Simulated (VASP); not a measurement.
# AlSi16 (a cell with a defect) in VASP: single point with PBEsol

Aim: the single point of AlSi16 (a cell with a defect) with PBEsol.

Program: VASP 6.6.1. These are calculated values, not measurements. Logs are shortened: lines on timing, memory, paths and dates and some standing lists are left out, and cuts for length are marked.

## Step 1: The cell of the first run

The cell holds a defect, 17 atoms: a = 7.679 Å, b = 7.679 Å, c = 7.679 Å, α = 60.00°, β = 60.00°, γ = 60.00°.

## Step 2: Single point, PBEsol, collinear spin, ferromagnetic start

INCAR

```
SYSTEM = AlSi16
ALGO     = Normal         ! electronic algorithm
EDIFF    = 1E-6           ! SCF threshold, eV
ENCUT    = 520            ! plane-wave cutoff, eV
GGA      = PS             ! functional
ISIF     = 2              ! what is computed and relaxed
ISMEAR   = -1             ! smearing method
ISPIN    = 2              ! spin polarisation
LASPH    = .True.         ! aspherical terms in the spheres
LCHARG   = .False.        ! write CHGCAR
LORBIT   = 11             ! projections on sites
LREAL    = Auto         
LWAVE    = .False.        ! write WAVECAR
MAGMOM   = 0 0 0 0 0 0 0 0 0 0 0 0 0 0 0 0 1 ! initial moments
NBANDS   = 52             ! bands
NELM     = 150            ! most SCF steps
PREC     = Accurate       ! precision mode
SIGMA    = 0.02           ! smearing width, eV
```

KPOINTS

```
k-points
0
Gamma
  2 2 2
  0 0 0
```

POSCAR

```
AlSi16
1.0
    0.0000000000      5.4300000000      5.4300000000
    5.4300000000      0.0000000000      5.4300000000
    5.4300000000      5.4300000000      0.0000000000
Si Al
16 1
Direct
   -0.0013964302     -0.0013737640      0.0013845404
    0.1197190197      0.1195923422      0.1409744171
   -0.0008374531     -0.0002636426      0.5019151731
    0.1208725371      0.1208082358      0.6203978354
   -0.0014164029      0.5014364944      0.0013958091
    0.1295408844      0.6233562994      0.1238163989
   -0.0013611525      0.5012304839      0.4989405027
    0.1206661567      0.6385357004      0.6201346575
    0.5013832800     -0.0013726714      0.0013841481
    0.6233491970      0.1294130246      0.1238859494
    0.5011586617     -0.0012989899      0.4989796255
    0.6378954729      0.1208170579      0.6204086756
    0.5001899127      0.5000620419     -0.0004367245
    0.6232864154      0.6233589096      0.1238190380
    0.5011872251      0.5012295670      0.4989421362
    0.6236536128      0.6237313107      0.6289587631
    0.2487088633      0.2495720001      0.7529752545
```

Potentials or basis: VASP PAW PBE potentials, release 64 (Si, Al).

Launch:

```bash
cat potpaw_PBE.64/Si/POTCAR potpaw_PBE.64/Al/POTCAR > POTCAR
mpirun -np 1 vasp_std > vasp.out
```

OUTCAR:

```text
SYSTEM = AlSi16
   EDIFF = 1E-6
   ENCUT = 520
   GGA = PS
   ISIF = 2
   ISMEAR = -1
   ISPIN = 2
   LASPH = .True.
   LORBIT = 11
   LREAL = Auto
   NELM = 150
   PREC = Accurate

 ion  position               nearest neighbor table
   1  0.999  0.999  0.001-  10 2.35   6 2.35   4 2.39   2 2.39  17 2.72
   2  0.120  0.120  0.141-   3 2.26   9 2.39   1 2.39   5 2.40  17 2.43
   3  0.999  1.000  0.502-   2 2.26   8 2.26   4 2.27  12 2.27
   4  0.121  0.121  0.620-   3 2.27  11 2.39   7 2.39   1 2.39  17 2.44
   5  0.999  0.501  0.001-  14 2.35   6 2.35   8 2.39   2 2.40  17 2.72
   6  0.130  0.623  0.124-  13 2.32   7 2.35   1 2.35   5 2.35
   7  0.999  0.501  0.499-  16 2.35   6 2.35   4 2.39   8 2.39  17 2.74
   8  0.121  0.639  0.620-   3 2.26  15 2.39   7 2.39   5 2.39  17 2.44
   9  0.501  0.999  0.001-  10 2.35  14 2.35  12 2.39   2 2.39  17 2.72
  10  0.623  0.129  0.124-  13 2.32  11 2.35   9 2.35   1 2.35
  11  0.501  0.999  0.499-  16 2.35  10 2.35  12 2.39   4 2.39  17 2.74
  12  0.638  0.121  0.620-   3 2.27  11 2.39  15 2.39   9 2.39  17 2.44
  13  0.500  0.500  1.000-  16 2.32   6 2.32  14 2.32  10 2.32
  14  0.623  0.623  0.124-  13 2.32  15 2.35   9 2.35   5 2.35
  15  0.501  0.501  0.499-  16 2.35  14 2.35  12 2.39   8 2.39  17 2.74
  16  0.624  0.624  0.629-  13 2.32  11 2.35  15 2.35   7 2.35
  17  0.249  0.250  0.753-   2 2.43   8 2.44   4 2.44  12 2.44   5 2.72   1 2.72   9 2.72   7 2.74
                            15 2.74  11 2.74

  LATTYP: Found a face centered cubic cell.
 ALAT       =    10.8600000000

  Lattice vectors:

 A1 = (   0.0000000000,   5.4300000000,   5.4300000000)
 A2 = (   5.4300000000,   0.0000000000,   5.4300000000)
 A3 = (   5.4300000000,   5.4300000000,   0.0000000000)

Analysis of symmetry for initial positions (statically):
=====================================================================
 Subroutine PRICEL returns:
 Original cell was already a primitive cell.

 Routine SETGRP: Setting up the symmetry group for a
 face centered cubic supercell.

 Subroutine GETGRP returns: Found  1 space group operations
 (whereof  1 operations were pure point group operations)
 out of a pool of 48 trial point group operations.

The static configuration has the point symmetry C_1 .

Analysis of symmetry for dynamics (positions and initial velocities):
=====================================================================
 Subroutine PRICEL returns:
 Original cell was already a primitive cell.

 Routine SETGRP: Setting up the symmetry group for a
 face centered cubic supercell.

 Subroutine GETGRP returns: Found  1 space group operations
 (whereof  1 operations were pure point group operations)
[... 174 lines left out ...]
  ---------------------------------------------------
  free energy    TOTEN  =       -92.54435050 eV

  energy without entropy =      -92.53740143  energy(sigma->0) =      -92.54087597

 E-fermi :   6.7430     XC(G=0):  -9.7880

 val. band max:        6.7421967699   @ k =   0.0000   0.0000   0.0000
 cond. band min:       6.7438001746   @ k =   0.0000   0.0000   0.0000
 fundamental gap:      0.0016034048
 Fermi energy:         6.7430118966

 spin component 1

 k-point     1 :       0.0000    0.0000    0.0000
  band No.  band energies     occupation
      1      -6.0702      1.00000
      2      -3.6139      1.00000
      3      -3.5830      1.00000
      4      -3.5825      1.00000
      5      -3.5804      1.00000
      6      -2.4730      1.00000
[... 373 lines left out ...]
     44      10.2447      0.00000
     45      10.3875      0.00000
 Fermi energy:         6.7430118966

 spin component 2

 k-point     1 :       0.0000    0.0000    0.0000
  band No.  band energies     occupation
      1      -6.0697      1.00000
      2      -3.6135      1.00000
      3      -3.5826      1.00000
      4      -3.5822      1.00000
      5      -3.5801      1.00000
      6      -2.4727      1.00000
[... 373 lines left out ...]
     44      10.2455      0.00000
     45      10.3883      0.00000
 [bands above 45 left out]

------------------------ aborting loop because EDIFF is reached ----------------------------------------

  FORCE on cell =-STRESS in cart. coord.  units (eV):
  Direction    XX          YY          ZZ          XY          YZ          ZX
  --------------------------------------------------------------------------------------
  -------------------------------------------------------------------------------------
  Total        7.2249022      7.2239908      7.2241979      0.0256221     -0.0317314     -0.0250266
  in kB       36.1503972     36.1458368     36.1468731      0.1282021     -0.1587708     -0.1252229
  external PRESSURE =      36.1477023 kB  Pullay stress =       0.0000000 kB

 VOLUME and BASIS-vectors are now :
 -----------------------------------------------------------------------------
  energy-cutoff  :      520.00
  volume of cell :      320.21
      direct lattice vectors                 reciprocal lattice vectors
     0.000000000  5.430000000  5.430000000    -0.092081031  0.092081031  0.092081031
     5.430000000  0.000000000  5.430000000     0.092081031 -0.092081031  0.092081031
     5.430000000  5.430000000  0.000000000     0.092081031  0.092081031 -0.092081031

 POSITION                                       TOTAL-FORCE (eV/Angst)
 -----------------------------------------------------------------------------------
      5.43006      5.42994     10.84496         0.017285      0.020420     -0.009791
      1.41488      1.41557      1.29946        -0.072611     -0.076627      0.076439
      8.15397      8.15085     10.85402         0.004700      0.002903     -0.003024
      4.02475      4.02510      1.31233         0.059246      0.054816      0.036704
      2.73038      5.42989      8.14511         0.009354      0.016259     -0.016143
      4.05715      1.37573      4.08823         0.026601     -0.049292     -0.029565
[... 9 lines left out ...]
      6.80211      6.80169      6.77330        -0.027291     -0.023672      0.023804
      5.44383      5.43914      2.70567        -0.017059     -0.010888      0.011404
 -----------------------------------------------------------------------------------
    total drift:                                0.000464     -0.000831      0.000633

  FREE ENERGIE OF THE ION-ELECTRON SYSTEM (eV)
  ---------------------------------------------------
  free  energy   TOTEN  =       -92.5443505049 eV

  energy  without entropy=      -92.5374014256  energy(sigma->0) =      -92.54087597

 total charge

# of ion       s       p       d       tot
------------------------------------------
    1        0.744   0.926   0.000   1.669
    2        0.760   0.945   0.000   1.705
    3        0.764   0.992   0.000   1.756
    4        0.759   0.948   0.000   1.707
    5        0.744   0.925   0.000   1.669
    6        0.747   0.946   0.000   1.693
[... 9 lines left out ...]
   16        0.747   0.947   0.000   1.694
   17        0.505   0.336   0.000   0.841
--------------------------------------------------
tot         12.493  15.431   0.000  27.924

 magnetization (x)

# of ion       s       p       d       tot
------------------------------------------
    1        0.000  -0.000   0.000   0.000
    2       -0.000   0.000   0.000   0.000
    3       -0.000  -0.000   0.000  -0.000
    4       -0.000   0.000   0.000   0.000
    5        0.000  -0.000   0.000   0.000
    6       -0.000   0.000   0.000   0.000
[... 9 lines left out ...]
   16       -0.000   0.000   0.000   0.000
   17       -0.000  -0.000   0.000  -0.000
--------------------------------------------------
tot          0.001   0.000   0.000   0.001
```

Run time: 12 min. Hardware: 1 thread of Oxide Virtual Turin-like, shared host; peak memory 0.66 GiB.

Results:

```yaml
Free_energy: -92.5444 eV
Pressure: 3.6 GPa
Largest_force: 0.130 eV/Å
Net_moment: 0.01 μB per cell
Valence_electrons_inside_the_program's_atomic_spheres: Si 1.67, 1.71, 1.76, 1.69; Al 0.84
```

Forces in eV/Å, atoms in the order of the input:
```
Si   0.017  0.020 -0.010
Si  -0.073 -0.077  0.076
Si   0.005  0.003 -0.003
Si   0.059  0.055  0.037
Si   0.009  0.016 -0.016
Si   0.027 -0.049 -0.030
Si  -0.008 -0.008  0.014
Si  -0.039  0.061 -0.061
Si   0.017  0.010 -0.020
Si  -0.049  0.026 -0.026
Si  -0.010 -0.010  0.010
Si   0.059 -0.037 -0.055
Si   0.011  0.009 -0.009
Si   0.026  0.030  0.049
Si  -0.008 -0.014  0.009
Si  -0.027 -0.024  0.024
Al  -0.017 -0.011  0.011
```

Caveat: the k points lie up to 0.50 Å⁻¹ apart; the PAW data sets were made with another functional, which shifts forces and pressure a little.
